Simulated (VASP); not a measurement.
# TaN (Fm-3m) in VASP: settings compared, part 2 of 2

VASP 6.6.1. Earlier steps stand in the parts before.

## Step 3: Single point, RPBE

INCAR

```
ALGO = Normal ; EDIFF = 1E-6
ENCUT = 520 ; GGA = RP
ISIF = 2 ; ISMEAR = -1
LASPH = True ; LCHARG = True
LELF = True ; LREAL = False
LVHAR = True ; LWAVE = False
NBANDS = 15 ; NELM = 100
PREC = Accurate ; SIGMA = 0.1
```

KPOINTS

```
k-points
0
Gamma
  13 13 13
```

POSCAR

```
TaN
1.0
    0.0000000000      2.1790000000      2.1790000000
    2.1790000000      0.0000000000      2.1790000000
    2.1790000000      2.1790000000      0.0000000000
Ta N
1 1
Direct
    0.5000000000      0.5000000000      0.5000000000
    0.0000000000      0.0000000000      0.0000000000
```

Potentials or basis: VASP PAW PBE potentials, release 64 (Ta_pv, N).

The run is started by

```
> cat potpaw_PBE.64/Ta_pv/POTCAR potpaw_PBE.64/N/POTCAR > POTCAR
> mpirun -np 1 vasp_std > vasp.out
```

OUTCAR:

```text
EDIFF = 1E-6
   ENCUT = 520
   GGA = RP
   ISIF = 2
   ISMEAR = -1
   LASPH = True
   LREAL = False
   NELM = 100
   PREC = Accurate

 ion  position               nearest neighbor table
   1  0.500  0.500  0.500-   2 2.18   2 2.18   2 2.18   2 2.18   2 2.18   2 2.18
   2  0.000  0.000  0.000-   1 2.18   1 2.18   1 2.18   1 2.18   1 2.18   1 2.18

  LATTYP: Found a face centered cubic cell.
 ALAT       =     4.3580000000

  Lattice vectors:

 A1 = (   0.0000000000,   2.1790000000,   2.1790000000)
 A2 = (   2.1790000000,   0.0000000000,   2.1790000000)
 A3 = (   2.1790000000,   2.1790000000,   0.0000000000)

Analysis of symmetry for initial positions (statically):
=====================================================================
 Subroutine PRICEL returns:
 Original cell was already a primitive cell.

 Routine SETGRP: Setting up the symmetry group for a
 face centered cubic supercell.

 Subroutine GETGRP returns: Found 48 space group operations
 (whereof 48 operations were pure point group operations)
 out of a pool of 48 trial point group operations.

The static configuration has the point symmetry O_h .

Analysis of symmetry for dynamics (positions and initial velocities):
=====================================================================
 Subroutine PRICEL returns:
 Original cell was already a primitive cell.

 Routine SETGRP: Setting up the symmetry group for a
 face centered cubic supercell.

 Subroutine GETGRP returns: Found 48 space group operations
 (whereof 48 operations were pure point group operations)
 out of a pool of 48 trial point group operations.

The dynamic configuration has the point symmetry O_h .

 Subroutine INISYM returns: Found 48 space group operations
 (whereof 48 operations are pure point group operations),
 and found     1 'primitive' translations

----------------------------------------------------------------------------------------

                                     Primitive cell

  volume of cell :      20.6920

  direct lattice vectors                    reciprocal lattice vectors
     0.000000000  2.179000000  2.179000000    -0.229463056  0.229463056  0.229463056
     2.179000000  0.000000000  2.179000000     0.229463056 -0.229463056  0.229463056
     2.179000000  2.179000000  0.000000000     0.229463056  0.229463056 -0.229463056

  length of vectors
     3.081571352  3.081571352  3.081571352     0.397441672  0.397441672  0.397441672

  position of ions in fractional coordinates (direct lattice)
     0.500000000  0.500000000  0.500000000
     0.000000000  0.000000000  0.000000000

  ion indices of the primitive-cell ions
   primitive index   ion index
                 1           1
                 2           2

----------------------------------------------------------------------------------------

 KPOINTS: k-points

Automatic generation of k-mesh.
 Grid dimensions read from file:
 generate k-points for:   13   13   13

 Generating k-lattice:

  Cartesian coordinates                     Fractional coordinates (reciprocal lattice)
    -0.017651004  0.017651004  0.017651004     0.076923077  0.000000000  0.000000000
     0.017651004 -0.017651004  0.017651004     0.000000000  0.076923077  0.000000000
[... 39 lines left out ...]
 [... further k-points ...]
   k-points           NKPTS =     84   k-points in BZ     NKDIM =     84   number of bands    NBANDS=     15
   number of dos      NEDOS =    301   number of ions     NIONS =      2
   total plane-waves  NPLWV =  13824
   dimension x,y,z NGX =    24 NGY =   24 NGZ =   24
   dimension x,y,z NGXF=    48 NGYF=   48 NGZF=   48
   ions per type =               1   1
   NGX,Y,Z   is equivalent  to a cutoff of  12.95, 12.95, 12.95 a.u.
   NGXF,Y,Z  is equivalent  to a cutoff of  25.90, 25.90, 25.90 a.u.
 SYSTEM =  unknown system
   PREC   = accura    normal or accurate (medium, high low for compatibility)
   ISTART =      0    job   : 0-new  1-cont  2-samecut
   ICHARG =      2    charge: 1-file 2-atom 10-const
   ISPIN  =      1    spin polarized calculation?
   LNONCOLLINEAR =      F non collinear calculations
   LSORBIT =      F    spin-orbit coupling
   LASPH  =      T    aspherical Exc in radial PAW
   ENCUT  =  520.0 eV  38.22 Ry    6.18 a.u.   5.73  5.73  5.73*2*pi/ulx,y,z
   NELM   =    100;   NELMIN=  2; NELMDL= -5     # of ELM steps
   EDIFF  = 0.1E-05   stopping-criterion for ELM
   LREAL  =      F    real-space projection
   EDIFFG = 0.1E-04   stopping-criterion for IOM
   NSW    =      0    number of steps for IOM
   IBRION =     -1    ionic relax: 0-MD 1-quasi-New 2-CG
   NFREE  =      0    steps in history (QN), initial steepest desc. (CG)
   ISIF   =      2    stress and relaxation
   ISYM   =      2    0-nonsym 1-usesym 2-fastsym
   POTIM  = 0.5000    time-step for ionic-motion
   TEBEG  =    0.0;   TEEND  =   0.0 temperature during run
   PSTRESS=    0.0 pullay stress
   NELECT =      16.0000    total number of electrons
   NUPDOWN=      -1.0000    fix difference up-down
   EMIN   =  10.00;   EMAX   =-10.00  energy-range for DOS
   EFERMI =   0.00;   METHOD = LEGACY
   ISMEAR =    -1;   SIGMA  =   0.10  broadening in eV -4-tet -1-fermi 0-gaus
   EFERMI_NEDOS =   21; number of points for ismear=-14 and -15
   IALGO  =     38    algorithm
   IMIX   =      4    mixing-type and parameters
     AMIX     =   0.40;   BMIX     =  1.00
     AMIX_MAG =   1.60;   BMIX_MAG =  1.00
  volume/ion in A,a.u.               =      10.35        69.82
  Fermi-wavevector in a.u.,A,eV,Ry     =   1.502615  2.839530 30.719922  2.257851
  Thomas-Fermi vector in A             =   2.613832
   LORBIT       =      0    0 simple, 1 ext, 2 COOP (PROOUT), +10 PAW based schemes
   GGA     = RP    functional components
   LHFCALC =     F    Hartree Fock is set to
   AEXX    =    0.0000 exact exchange contribution
   IVDW    =     0    specifies the selected vdW correction
   LEPSILON=     F    determine dielectric tensor
   LRPA    =     F    only Hartree local field effects (RPA)
 non-spin polarized calculation
  energy-cutoff  :      520.00
  volume of cell :       20.69
 maximum number of plane-waves:       568
   NGX = 11   NGY = 11   NGZ = 11

 number of electron      16.0000000 magnetization

 Free energy of the ion-electron system (eV)
  ---------------------------------------------------
  ext. energy  EPLUGINS =         0.00000000
  ---------------------------------------------------
  free energy    TOTEN  =       -20.72655523 eV

  energy without entropy =      -20.70449089  energy(sigma->0) =      -20.71552306

 E-fermi :   9.9926     XC(G=0): -13.5295

 val. band max:        9.8882072903   @ k =   0.2308   0.1538   0.0769
 cond. band min:      10.0453899824   @ k =  -0.3077   0.3077   0.0000
 fundamental gap:      0.1571826921
 Fermi energy:         9.9926047672

 k-point     1 :       0.0000    0.0000    0.0000
  band No.  band energies     occupation
      1     -25.7955      2.00000
      2     -25.7955      2.00000
      3     -25.7955      2.00000
      4      -9.1959      2.00000
      5       6.0485      2.00000
      6       6.0485      2.00000
      7       6.0485      2.00000
      8       7.7919      2.00000
      9       7.7919      2.00000
     10       7.7919      2.00000
     11      10.0513      0.71455
     12      10.0513      0.71455
     13      11.6895      0.00000
     14      19.3486      0.00000
[... 401 lines left out ...]
      2     -25.9859      2.00000
      3     -25.9384      2.00000
      4      -6.6685      2.00000
      5       0.3831      2.00000
      6       2.5263      2.00000
      7       2.9013      2.00000
      8       9.0506      1.99984
      9      12.2834      0.00000
     10      12.3455      0.00000
     11      15.1271      0.00000
     12      15.7357      0.00000
     13      18.0522      0.00000
     14      20.9365      0.00000
     15      22.6558      0.00000

 [... further k-points ...]

------------------------ aborting loop because EDIFF is reached ----------------------------------------

  FORCE on cell =-STRESS in cart. coord.  units (eV):
  Direction    XX          YY          ZZ          XY          YZ          ZX
  --------------------------------------------------------------------------------------
  -------------------------------------------------------------------------------------
  Total        2.6374526      2.6374526      2.6374526      0.0000000      0.0000000      0.0000000
  in kB      204.2177820    204.2177820    204.2177820      0.0000000      0.0000000      0.0000000
  external PRESSURE =     204.2177820 kB  Pullay stress =       0.0000000 kB

 VOLUME and BASIS-vectors are now :
 -----------------------------------------------------------------------------
  energy-cutoff  :      520.00
  volume of cell :       20.69
      direct lattice vectors                 reciprocal lattice vectors
     0.000000000  2.179000000  2.179000000    -0.229463056  0.229463056  0.229463056
     2.179000000  0.000000000  2.179000000     0.229463056 -0.229463056  0.229463056
     2.179000000  2.179000000  0.000000000     0.229463056  0.229463056 -0.229463056

 POSITION                                       TOTAL-FORCE (eV/Angst)
 -----------------------------------------------------------------------------------
      2.17900      2.17900      2.17900        -0.000000     -0.000000     -0.000000
      0.00000      0.00000      0.00000         0.000000      0.000000      0.000000
 -----------------------------------------------------------------------------------
    total drift:                                0.000000     -0.000000     -0.000000

  FREE ENERGIE OF THE ION-ELECTRON SYSTEM (eV)
  ---------------------------------------------------
  free  energy   TOTEN  =       -20.7265552293 eV

  energy  without entropy=      -20.7044908895  energy(sigma->0) =      -20.71552306
```

Run time: 13 s. Hardware: 1 thread of Intel Xeon 6975P-C, shared host; peak memory 0.16 GiB.

Results:

```yaml
Free_energy: -20.7266 eV
Pressure: 20.4 GPa
Band_gap_on_the_k_mesh: zero (band 8 reaches 11.80 eV, above the bottom of band 9 at 7.79 eV)
```

Levels at points of the mesh, in eV from the Fermi level:
```tsv
k point	band 6	band 7	band 8	band 9	band 10	band 11
(0.00, 0.00, 0.00)	-3.94	-3.94	-2.20	-2.20	-2.20	0.06
```

Caveat: the PAW data sets were made with another functional, which shifts forces and pressure a little; spin-orbit coupling is left out, which moves the levels of the heavy elements.

## Step 4: Single point, revPBE

INCAR

```
PREC = Accurate
ENCUT = 520
EDIFF = 1E-6
ISMEAR = -1
SIGMA = 0.1
LREAL = False
LASPH = True
NELM = 100
ALGO = Normal
ISIF = 2
LWAVE = False
LCHARG = True
GGA = RE
LELF = True
LVHAR = True
NBANDS = 15
```

KPOINTS

```
Automatic mesh
0
Gamma
  13 13 13
```

POSCAR is that of step 3.

The run is started by

```
> cat potpaw_PBE.64/Ta_pv/POTCAR potpaw_PBE.64/N/POTCAR > POTCAR
> mpirun -np 1 vasp_std > vasp.out
```

Run time: 12 s. Hardware: 1 thread of Intel Xeon 6975P-C, shared host; peak memory 0.16 GiB.

It converged, with:

| Item | Value |
| --- | --- |
| Free energy | -20.9218 eV |
| Pressure | 19.1 GPa |
| Band gap on the k mesh | zero (band 8 reaches 11.77 eV, above the bottom of band 9 at 7.76 eV) |

Levels at points of the mesh, in eV from the Fermi level:
| k point | band 4 | band 5 | band 6 | band 7 | band 8 | band 9 | band 10 | band 11 | band 12 | band 13 |
| --- | --- | --- | --- | --- | --- | --- | --- | --- | --- | --- |
| (0.00, 0.00, 0.00) | -19.17 | -3.94 | -3.94 | -3.94 | -2.20 | -2.20 | -2.20 | 0.06 | 0.06 | 1.71 |

Caveat: the PAW data sets were made with another functional, which shifts forces and pressure a little; spin-orbit coupling is left out, which moves the levels of the heavy elements.

## Step 5: Single point, PBE

INCAR

```
  ALGO = Normal
  EDIFF = 1E-6
  ENCUT = 520
  GGA = PE
  ISIF = 2
  ISMEAR = -1
  LASPH = T
  LCHARG = F
  LREAL = F
  LWAVE = F
  NBANDS = 15
  NELM = 100
  PREC = Accurate
  SIGMA = 0.1
```

KPOINTS

```
k-points
0
Gamma
  13 13 13
```

POSCAR is that of step 4.

The run is started by

```
> cat potpaw_PBE.64/Ta_pv/POTCAR potpaw_PBE.64/N/POTCAR > POTCAR
> mpirun -np 1 vasp_std > vasp.out
```

Wall time 11 s (1 thread of Intel Xeon 6975P-C, shared host); peak memory 0.16 GiB.

The run converged. Its results:

```yaml
Free_energy: -21.8012 eV
Pressure: 15.6 GPa
Band_gap_on_the_k_mesh: zero (band 8 reaches 11.69 eV, above the bottom of band 9 at 7.68 eV)
```

Levels at points of the mesh, in eV from the Fermi level:
```tsv
k point	band 4	band 5	band 6	band 7	band 8	band 9	band 10	band 11	band 12	band 13
(0.00, 0.00, 0.00)	-19.11	-3.93	-3.93	-3.93	-2.20	-2.20	-2.20	0.05	0.05	1.73
```

Caveat: spin-orbit coupling is left out, which moves the levels of the heavy elements.

## Step 6: Single point, LDA

INCAR

```
  PREC = Accurate
  ENCUT = 520
  EDIFF = 1E-7
  ISMEAR = -1
  SIGMA = 0.1
  LREAL = False
  LASPH = True
  NELM = 80
  ALGO = Normal
  ISIF = 2
  LWAVE = False
  LCHARG = False
  GGA = CA
  NBANDS = 15
```

KPOINTS

```
Automatic mesh
0
Gamma
  13 13 13
```

POSCAR is that of step 5.

Potentials or basis: VASP PAW LDA potentials, release 64 (Ta_pv, N).

The run is started by

```
> cat potpaw_LDA.64/Ta_pv/POTCAR potpaw_LDA.64/N/POTCAR > POTCAR
> mpirun -np 1 vasp_std > vasp.out
```

It took 13 s on 1 thread of Intel Xeon 6975P-C, shared host; peak memory 0.15 GiB.

Results (log left out):

| Property | Result |
| --- | --- |
| Free energy | -24.1662 eV |
| Pressure | -0.4 GPa |
| Band gap on the k mesh | zero (band 8 reaches 11.56 eV, above the bottom of band 9 at 7.50 eV) |

Levels at points of the mesh, in eV from the Fermi level:
| k point | band 4 | band 5 | band 6 | band 7 | band 8 | band 9 | band 10 | band 11 | band 12 | band 13 |
| --- | --- | --- | --- | --- | --- | --- | --- | --- | --- | --- |
| (0.00, 0.00, 0.00) | -18.85 | -3.86 | -3.86 | -3.86 | -2.23 | -2.23 | -2.23 | -0.01 | -0.01 | 1.95 |

Caveat: spin-orbit coupling is left out, which moves the levels of the heavy elements.

## Step 7: The runs side by side

| level | potentials or basis | gap on the mesh (eV) | pressure (GPa) |
| --- | --- | --- | --- |
| PBEsol | VASP PAW PBE potentials, release 64 (Ta_pv, N) | none | 5.5 |
| RPBE | VASP PAW PBE potentials, release 64 (Ta_pv, N) | none | 20.4 |
| revPBE | VASP PAW PBE potentials, release 64 (Ta_pv, N) | none | 19.1 |
| PBE | VASP PAW PBE potentials, release 64 (Ta_pv, N) | none | 15.6 |
| LDA | VASP PAW LDA potentials, release 64 (Ta_pv, N) | none | -0.4 |

Alike in all rows: task single point; no spin polarisation; cell as given; k mesh 13 × 13 × 13; cutoff (eV) 520; smearing fermi-dirac 0.1 eV.

Caveats: spin-orbit coupling is left out, which moves the levels of the heavy elements; the PAW data sets were made with another functional, which shifts forces and pressure a little (some runs).

Absolute energies hang on the potentials; compare differences alone.
